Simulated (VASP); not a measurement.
# Ga (C2/c) in VASP: notebook

Ga is run at these levels: BLYP; tasks: single point.

Everything below comes from runs of VASP 6.6.1. Logs are shortened: lines on timing, memory, paths and dates and some standing lists are left out, and cuts for length are marked.

## 1. The cell of the first run

It takes space group C2/c (No. 15, monoclinic). Conventional cell: a = 2.965 Å, b = 7.384 Å, c = 4.256 Å, α = 90.00°, β = 98.84°, γ = 90.00°. Ga (site symmetry 2) has 14 Ga at 2.91 to 3.98 Å within 4.0 Å.

## 2. Single point, BLYP (23.02 Å³/atom)

INCAR

```
PREC = Accurate
ENCUT = 520
EDIFF = 1E-7
ISMEAR = -1
SIGMA = 0.1
LREAL = False
LASPH = True
NELM = 80
ALGO = Normal
ISIF = 2
LWAVE = False
LCHARG = False
GGA = B5
ALDAX = 1.0
AGGAX = 1.0
AGGAC = 1.0
ALDAC = 0.0
NBANDS = 20
```

KPOINTS

```
regular mesh
0
Gamma
  15 15 9
```

POSCAR

```
Ga
1.0
   -2.7179997332      2.5032182151      1.4746003655
    2.5032182151     -2.7179997332      1.4746003655
    3.1256169028      3.1256169028     -1.8679731092
Ga
2
Direct
    0.9901287980      0.0098712020      0.0000000000
    0.7598712020      0.2401287980      0.5000000000
```

Potentials or basis: VASP PAW PBE potentials, release 64 (Ga_d).

Launch:

```
$ cat potpaw_PBE.64/Ga_d/POTCAR > POTCAR
$ mpirun -np 1 vasp_std > vasp.out
```

OUTCAR:

```text
PREC = Accurate
   ENCUT = 520
   EDIFF = 1E-7
   ISMEAR = -1
   LREAL = False
   LASPH = True
   NELM = 80
   ISIF = 2
   GGA = B5

 ion  position               nearest neighbor table
   1  0.990  0.010  0.000-   2 2.91   2 2.91
   2  0.760  0.240  0.500-   1 2.91   1 2.91

  Warning from LATTYP: Got some problem with cell dimensions!
  Tried to take original basis but could not verify dimensions!
  LATTYP: Found a base centered monoclinic cell.
 ALAT       =     2.9648013682
 B/A-ratio  =     2.4905267900
 C/A-ratio  =     1.4355664775
 COS(beta)  =    -0.1536109475

  Lattice vectors:

 A1 = (   2.7179997332,  -2.5032182151,  -1.4746003655)
 A2 = (  -2.5032182151,   2.7179997332,  -1.4746003655)
 A3 = (   2.9108353847,   2.9108353847,   1.0812276218)

Analysis of symmetry for initial positions (statically):
=====================================================================
 Subroutine PRICEL returns:
 Original cell was already a primitive cell.

 Routine SETGRP: Setting up the symmetry group for a
 base centered monoclinic supercell.

 Subroutine GETGRP returns: Found  4 space group operations
 (whereof  2 operations were pure point group operations)
 out of a pool of  4 trial point group operations.

The static configuration has the point symmetry C_2 .
 The point group associated with its full space group is C_2h.

Analysis of symmetry for dynamics (positions and initial velocities):
=====================================================================
 Subroutine PRICEL returns:
 Original cell was already a primitive cell.

 Routine SETGRP: Setting up the symmetry group for a
 base centered monoclinic supercell.

 Subroutine GETGRP returns: Found  4 space group operations
 (whereof  2 operations were pure point group operations)
 out of a pool of  4 trial point group operations.

The dynamic configuration has the point symmetry C_2 .
 The point group associated with its full space group is C_2h.

 Subroutine INISYM returns: Found  4 space group operations
 (whereof  2 operations are pure point group operations),
 and found     1 'primitive' translations

----------------------------------------------------------------------------------------

                                     Primitive cell

  volume of cell :      46.0348

  direct lattice vectors                    reciprocal lattice vectors
    -2.717999733  2.503218215  1.474600365     0.010168716  0.201694910  0.354504317
     2.503218215 -2.717999733  1.474600365     0.201694910  0.010168716  0.354504317
     3.125616903  3.125616903 -1.867973109     0.167247686  0.167247686  0.024360303

  length of vectors
     3.978450731  3.978450731  4.798779593     0.407992096  0.407992096  0.237775107

  position of ions in fractional coordinates (direct lattice)
     0.990128798  0.009871202  0.000000000
     0.759871202  0.240128798  0.500000000

  ion indices of the primitive-cell ions
   primitive index   ion index
                 1           1
                 2           2

----------------------------------------------------------------------------------------

 KPOINTS: regular mesh

Automatic generation of k-mesh.
 Grid dimensions read from file:
 generate k-points for:   15   15    9

 Generating k-lattice:

  Cartesian coordinates                     Fractional coordinates (reciprocal lattice)
     0.000677914  0.013446327  0.023633621     0.066666667  0.000000000  0.000000000
     0.013446327  0.000677914  0.023633621     0.000000000  0.066666667  0.000000000
     0.018583076  0.018583076  0.002706700     0.000000000  0.000000000  0.111111111

  Length of vectors
     0.027199473  0.027199473  0.026419456

  Shift w.r.t. Gamma in fractional coordinates (k-lattice)
     0.000000000  0.000000000  0.000000000

 Subroutine IBZKPT returns following result:
 ===========================================

 Found    544 irreducible k-points:

 Following reciprocal coordinates:
            Coordinates               Weight
  0.000000  0.000000  0.000000      1.000000
  0.066667 -0.000000  0.000000      4.000000
  0.133333 -0.000000  0.000000      4.000000
  0.200000 -0.000000  0.000000      4.000000
  0.266667 -0.000000  0.000000      4.000000
  0.333333 -0.000000 -0.000000      4.000000
[... 16 lines left out ...]
  0.133333  0.133333  0.000000      2.000000
  0.200000  0.133333  0.000000      4.000000
 [... further k-points ...]
   k-points           NKPTS =    544   k-points in BZ     NKDIM =    544   number of bands    NBANDS=     20
   number of dos      NEDOS =    301   number of ions     NIONS =      2
   total plane-waves  NPLWV =  32400
   dimension x,y,z NGX =    30 NGY =   30 NGZ =   36
   dimension x,y,z NGXF=    60 NGYF=   60 NGZF=   72
   ions per type =               2
   NGX,Y,Z   is equivalent  to a cutoff of  12.54, 12.54, 12.47 a.u.
   NGXF,Y,Z  is equivalent  to a cutoff of  25.07, 25.07, 24.94 a.u.
 SYSTEM =  unknown system
   PREC   = accura    normal or accurate (medium, high low for compatibility)
   ISTART =      0    job   : 0-new  1-cont  2-samecut
   ICHARG =      2    charge: 1-file 2-atom 10-const
   ISPIN  =      1    spin polarized calculation?
   LNONCOLLINEAR =      F non collinear calculations
   LSORBIT =      F    spin-orbit coupling
   LASPH  =      T    aspherical Exc in radial PAW
   ENCUT  =  520.0 eV  38.22 Ry    6.18 a.u.   7.40  7.40  8.92*2*pi/ulx,y,z
   NELM   =     80;   NELMIN=  2; NELMDL= -5     # of ELM steps
   EDIFF  = 0.1E-06   stopping-criterion for ELM
   LREAL  =      F    real-space projection
   EDIFFG = 0.1E-05   stopping-criterion for IOM
   NSW    =      0    number of steps for IOM
   IBRION =     -1    ionic relax: 0-MD 1-quasi-New 2-CG
   NFREE  =      0    steps in history (QN), initial steepest desc. (CG)
   ISIF   =      2    stress and relaxation
   ISYM   =      2    0-nonsym 1-usesym 2-fastsym
   POTIM  = 0.5000    time-step for ionic-motion
   TEBEG  =    0.0;   TEEND  =   0.0 temperature during run
   PSTRESS=    0.0 pullay stress
   NELECT =      26.0000    total number of electrons
   NUPDOWN=      -1.0000    fix difference up-down
   EMIN   =  10.00;   EMAX   =-10.00  energy-range for DOS
   EFERMI =   0.00;   METHOD = LEGACY
   ISMEAR =    -1;   SIGMA  =   0.10  broadening in eV -4-tet -1-fermi 0-gaus
   EFERMI_NEDOS =   21; number of points for ismear=-14 and -15
   IALGO  =     38    algorithm
   IMIX   =      4    mixing-type and parameters
     AMIX     =   0.40;   BMIX     =  1.00
     AMIX_MAG =   1.60;   BMIX_MAG =  1.00
  volume/ion in A,a.u.               =      23.02       155.33
  Fermi-wavevector in a.u.,A,eV,Ry     =   1.353227  2.557228 24.915300  1.831223
  Thomas-Fermi vector in A             =   2.480500
   LORBIT       =      0    0 simple, 1 ext, 2 COOP (PROOUT), +10 PAW based schemes
   GGA     = B5    functional components
   LHFCALC =     F    Hartree Fock is set to
   AEXX    =    0.0000 exact exchange contribution
   IVDW    =     0    specifies the selected vdW correction
   LEPSILON=     F    determine dielectric tensor
   LRPA    =     F    only Hartree local field effects (RPA)
 non-spin polarized calculation
  energy-cutoff  :      520.00
  volume of cell :       46.03
 maximum number of plane-waves:      1263
 NGX is ok and might be reduce to    30
   NGX = 15   NGY = 15   NGZ = 17

 number of electron      25.9999988 magnetization

 Free energy of the ion-electron system (eV)
  ---------------------------------------------------
  ext. energy  EPLUGINS =         0.00000000
  ---------------------------------------------------
  free energy    TOTEN  =        -4.30046757 eV

  energy without entropy =       -4.27061297  energy(sigma->0) =       -4.28554027

 E-fermi :   4.2450     XC(G=0):  -9.4408

 val. band max:        4.2382152001   @ k =  -0.2000   0.4000   0.4444
 cond. band min:       4.2489900838   @ k =  -0.4667  -0.4667   0.1111
 fundamental gap:      0.0107748837
 Fermi energy:         4.2449548513

 k-point     1 :       0.0000    0.0000    0.0000
  band No.  band energies     occupation
      1     -10.7636      2.00000
      2     -10.7171      2.00000
      3     -10.7162      2.00000
      4     -10.6995      2.00000
      5     -10.5534      2.00000
      6     -10.5442      2.00000
[... 12 lines left out ...]
     19      13.7283      0.00000
     20      16.2610      0.00000

 k-point     2 :       0.0667   -0.0000    0.0000
  band No.  band energies     occupation
      1     -10.7623      2.00000
      2     -10.7111      2.00000
      3     -10.7064      2.00000
      4     -10.6898      2.00000
      5     -10.5628      2.00000
      6     -10.5576      2.00000
[... 12 lines left out ...]
     19      13.0054      0.00000
     20      16.6214      0.00000

 k-point     3 :       0.1333   -0.0000    0.0000
  band No.  band energies     occupation
      1     -10.7557      2.00000
      2     -10.6934      2.00000
      3     -10.6892      2.00000
      4     -10.6583      2.00000
      5     -10.5838      2.00000
      6     -10.5738      2.00000
[... 12 lines left out ...]
     19      13.0184      0.00000
     20      15.7790      0.00000

 k-point     4 :       0.2000   -0.0000    0.0000
  band No.  band energies     occupation
      1     -10.7427      2.00000
      2     -10.6764      2.00000
      3     -10.6642      2.00000
      4     -10.6215      2.00000
      5     -10.5974      2.00000
      6     -10.5921      2.00000
[... 12 lines left out ...]
     19      12.8537      0.00000
     20      14.0969      0.00000

 k-point     5 :       0.2667   -0.0000    0.0000
  band No.  band energies     occupation
      1     -10.7276      2.00000
      2     -10.6660      2.00000
      3     -10.6494      2.00000
      4     -10.6229      2.00000
      5     -10.6002      2.00000
      6     -10.5752      2.00000
[... 12 lines left out ...]
     19      12.6908      0.00000
     20      13.2665      0.00000

 k-point     6 :       0.3333   -0.0000   -0.0000
  band No.  band energies     occupation
      1     -10.7173      2.00000
      2     -10.6660      2.00000
      3     -10.6506      2.00000
      4     -10.6268      2.00000
      5     -10.6073      2.00000
      6     -10.5758      2.00000
[... 12 lines left out ...]
     19      12.4152      0.00000
     20      14.4974      0.00000

 k-point     7 :       0.4000   -0.0000    0.0000
  band No.  band energies     occupation
      1     -10.7121      2.00000
      2     -10.6686      2.00000
      3     -10.6604      2.00000
      4     -10.6342      2.00000
      5     -10.6096      2.00000
      6     -10.5815      2.00000
[... 12 lines left out ...]
     19      13.1566      0.00000
     20      16.2345      0.00000
[... 277 lines left out ...]
 k-point    20 :      -0.2000    0.0667    0.0000
  band No.  band energies     occupation
      1     -10.7490      2.00000
      2     -10.6973      2.00000
      3     -10.6860      2.00000
      4     -10.6551      2.00000
      5     -10.5835      2.00000
      6     -10.5678      2.00000
[... 12 lines left out ...]
     19      13.0789      0.00000
     20      15.7255      0.00000

 k-point    21 :      -0.1333    0.0667    0.0000
  band No.  band energies     occupation
      1     -10.7575      2.00000
      2     -10.7190      2.00000
      3     -10.7009      2.00000
      4     -10.6836      2.00000
      5     -10.5670      2.00000
      6     -10.5533      2.00000
[... 12 lines left out ...]
     19      13.4056      0.00000
     20      16.9470      0.00000

 k-point    22 :      -0.0667    0.0667    0.0000
  band No.  band energies     occupation
      1     -10.7610      2.00000
      2     -10.7248      2.00000
      3     -10.7102      2.00000
      4     -10.6955      2.00000
      5     -10.5563      2.00000
      6     -10.5459      2.00000
[... 12 lines left out ...]
     19      13.9980      0.00000
     20      16.5509      0.00000

 k-point    23 :       0.1333    0.1333    0.0000
  band No.  band energies     occupation
      1     -10.7323      2.00000
      2     -10.6616      2.00000
      3     -10.6569      2.00000
      4     -10.6258      2.00000
      5     -10.5990      2.00000
      6     -10.5745      2.00000
[... 12 lines left out ...]
     19      11.6741      0.00000
     20      13.7980      0.00000

 k-point    24 :       0.2000    0.1333    0.0000
  band No.  band energies     occupation
      1     -10.7198      2.00000
      2     -10.6741      2.00000
      3     -10.6431      2.00000
      4     -10.6400      2.00000
      5     -10.5823      2.00000
      6     -10.5797      2.00000
[... 12 lines left out ...]
     19      12.8977      0.00000
     20      13.0175      0.00000

 [... further k-points ...]

------------------------ aborting loop because EDIFF is reached ----------------------------------------

  FORCE on cell =-STRESS in cart. coord.  units (eV):
  Direction    XX          YY          ZZ          XY          YZ          ZX
  --------------------------------------------------------------------------------------
  -------------------------------------------------------------------------------------
  Total       -0.2541190     -0.2541190     -0.3807818      0.0163802     -0.0016479     -0.0016479
  in kB       -8.8442620     -8.8442620    -13.2525881      0.5700918     -0.0573534     -0.0573517
  external PRESSURE =     -10.3137040 kB  Pullay stress =       0.0000000 kB

 VOLUME and BASIS-vectors are now :
 -----------------------------------------------------------------------------
  energy-cutoff  :      520.00
  volume of cell :       46.03
      direct lattice vectors                 reciprocal lattice vectors
    -2.717999733  2.503218215  1.474600365     0.010168716  0.201694910  0.354504317
     2.503218215 -2.717999733  1.474600365     0.201694910  0.010168716  0.354504317
     3.125616903  3.125616903 -1.867973109     0.167247686  0.167247686  0.024360303

 POSITION                                       TOTAL-FORCE (eV/Angst)
 -----------------------------------------------------------------------------------
     -2.66646      2.45168      1.47460         0.002903     -0.002903      0.000000
      0.09857      2.81226      0.54061        -0.002903      0.002903     -0.000000
 -----------------------------------------------------------------------------------
    total drift:                               -0.000000     -0.000000      0.000000

  FREE ENERGIE OF THE ION-ELECTRON SYSTEM (eV)
  ---------------------------------------------------
  free  energy   TOTEN  =        -4.3004675723 eV

  energy  without entropy=       -4.2706129722  energy(sigma->0) =       -4.28554027
```

Wall time 8.2 min (1 thread of Oxide Virtual Turin-like, shared host); peak memory 0.45 GiB.

Results:

- Free energy: -4.3005 eV
- Pressure: -1.0 GPa
- Largest force: 0.004 eV/Å
- Band gap on the k mesh: zero (bands 13 and 14 overlap by 6.23 eV)

Forces on the atoms (eV/Å):
```
Ga   0.003 -0.003  0.000
Ga  -0.003  0.003  0.000
```

Caveat: the PAW data sets were made with another functional, which shifts forces and pressure a little.

## 3. Single point, BLYP

This run uses another cell than the first one, of 22.13 Å³/atom.

INCAR

```
PREC     = Accurate       # precision mode
ENCUT    = 520            # plane-wave cutoff, eV
EDIFF    = 1E-6           # SCF threshold, eV
ISMEAR   = -1             # smearing method
SIGMA    = 0.1            # smearing width, eV
LREAL    = F              # projectors in reciprocal space
LASPH    = T              # aspherical terms in the spheres
NELM     = 60             # most SCF steps
ALGO     = Normal         # electronic algorithm
ISIF     = 2              # what is computed and relaxed
LWAVE    = F              # write WAVECAR
LCHARG   = F              # write CHGCAR
GGA      = B5             # functional
ALDAX    = 1.0          
AGGAX    = 1.0          
AGGAC    = 1.0          
ALDAC    = 0.0          
ISYM     = 0            
NBANDS   = 20             # bands
```

KPOINTS

```
regular mesh
0
Gamma
  12 12 8
```

POSCAR

```
Ga
1.0
   -2.6826970395      2.4707052075      1.4554475435
    2.4707052075     -2.6826970395      1.4554475435
    3.0850198804      3.0850198804     -1.8437109720
Ga
2
Direct
    0.9901287980      0.0098712020      0.0000000000
    0.7598712020      0.2401287980      0.5000000000
```

Potentials or basis: VASP PAW PBE potentials, release 64 (Ga_d).

Launch:

```
$ cat potpaw_PBE.64/Ga_d/POTCAR > POTCAR
$ mpirun -np 1 vasp_std > vasp.out
```

It took 7.8 min on 1 thread of Oxide Virtual Turin-like, shared host; peak memory 0.47 GiB.

It converged, with:

* Free energy: -4.3084 eV
* Pressure: -0.1 GPa
* Band gap on the k mesh: zero (bands 13 and 14 overlap by 6.81 eV)

Levels at points of the mesh, in eV from the Fermi level:
| k point | band 9 | band 10 | band 11 | band 12 | band 13 | band 14 | band 15 | band 16 | band 17 | band 18 |
| --- | --- | --- | --- | --- | --- | --- | --- | --- | --- | --- |
| (0.00, 0.00, 0.00) | -14.76 | -14.68 | -9.96 | -2.04 | -1.21 | 0.89 | 5.06 | 8.43 | 9.09 | 9.12 |
| (0.50, 0.00, 0.00) | -14.70 | -14.69 | -4.24 | -3.33 | -1.49 | -1.30 | 1.89 | 3.45 | 4.78 | 5.96 |
| (0.00, 0.50, 0.00) | -14.70 | -14.69 | -4.24 | -3.33 | -1.49 | -1.30 | 1.89 | 3.45 | 4.78 | 5.96 |
| (0.50, 0.50, 0.00) | -14.75 | -14.73 | -7.51 | -6.92 | 1.49 | 2.26 | 2.26 | 2.72 | 7.07 | 10.75 |
| (0.00, 0.00, 0.50) | -14.73 | -14.73 | -7.81 | -7.81 | 3.19 | 3.19 | 4.54 | 4.54 | 9.56 | 9.56 |
| (0.50, 0.00, 0.50) | -14.72 | -14.69 | -5.39 | -4.06 | 0.30 | 0.50 | 1.79 | 4.83 | 5.41 | 6.33 |
| (0.00, 0.50, 0.50) | -14.72 | -14.69 | -5.39 | -4.06 | 0.30 | 0.50 | 1.79 | 4.83 | 5.41 | 6.33 |
| (0.50, 0.50, 0.50) | -14.77 | -14.77 | -5.95 | -5.95 | -3.40 | -3.40 | 8.31 | 8.31 | 10.62 | 10.62 |

Caveat: the PAW data sets were made with another functional, which shifts forces and pressure a little.
